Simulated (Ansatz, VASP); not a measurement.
Au: VASP beside Ansatz

POSCAR

```
Au
1.0
    0.0000000000      2.0585000000      2.0585000000
    2.0585000000      0.0000000000      2.0585000000
    2.0585000000      2.0585000000      0.0000000000
Au
1
Direct
    0.0000000000      0.0000000000      0.0000000000
```

The input INCAR.step1:

```
SYSTEM = Au
PREC = Accurate ; ENCUT = 600
ISMEAR = 0 ; SIGMA = 0.1
LREAL = .FALSE. ; LASPH = .TRUE.
NELM = 60 ; GGA = PE
ALGO = Normal ; EDIFF = 1E-4
LWAVE = .TRUE. ; LCHARG = .FALSE.
```

File INCAR.step2:

```
SYSTEM = Au
PREC = Accurate ; ENCUT = 600
EDIFF = 1E-6 ; ISMEAR = 0
SIGMA = 0.1 ; LREAL = .FALSE.
LASPH = .TRUE. ; NELM = 60
ALGO = Normal ; ISIF = 3
LWAVE = .FALSE. ; LCHARG = .FALSE.
METAGGA = R2SCAN ; LMIXTAU = .TRUE.
IBRION = 2 ; NSW = 100
EDIFFG = -0.002 ; ISTART = 1
```

The input KPOINTS:

```
Automatic mesh
0
G
  18 18 18
  0 0 0
```

Input for Ansatz:

```yaml
crystal:
  lattice:
    - [0.0, 2.0585, 2.0585]
    - [2.0585, 0.0, 2.0585]
    - [2.0585, 2.0585, 0.0]
  atoms:
    - { symbol: Au, position: [0.0, 0.0, 0.0] }
basis:
  ecutwfc: 500
kpoints:
  mp_grid: { grid: [18, 18, 18] }
hamiltonian:
  xc: r2scan
  pseudopotentials: { kind: paw, azcp: { folder: soft_1 } }
scf:
  occupations: { method: gaussian, width: 0.1 }
output:
  forces: true
  stress: true
  eigenvalues: true
  write_density: true
  write_potential: true
  elf: true
  volumetric_format: npy
relax:
  adjacent_minimum: "off"
  f_tol: 0.002
  max_steps: 80
  cell: { stress_tol: 0.02 }
```

Alike in both runs: task relaxation of cell and atoms; functional r2SCAN; k mesh 18 × 18 × 18; occupations gaussian, width 0.1 eV; no spin polarisation.

|  | VASP | Ansatz |
| --- | --- | --- |
| version | VASP 6.6.1 | Ansatz 0.2.0 |
| potentials or method | VASP PAW PBE potentials, release 64 (Au), cutoff 600 eV | scalar-relativistic, plane waves, PAW |
| valence electrons in the cell | 11 | 19 |

Ansatz gave:

```
gap on the k mesh at the Fermi level, each at its own relaxed structure (eV) : none
relaxed volume (Å³/atom)                                                     : 17.54
relaxed cell length with the largest relative difference (Å)                 : 2.916
```

Problem. What did VASP give for the same quantities?

Solution. gap on the k mesh at the Fermi level, each at its own relaxed structure (eV): none; relaxed volume (Å³/atom): 17.57; relaxed cell length with the largest relative difference (Å): 2.918.

VASP's potentials were made for PBE, not for r2SCAN. A gap of «none» marks a metal or a gap that the smearing closes. VASP's potentials hold 11 valence electrons a cell and Ansatz's 19, so a difference there can come from the potentials and not from the codes.

Neither program's run includes spin-orbit coupling.
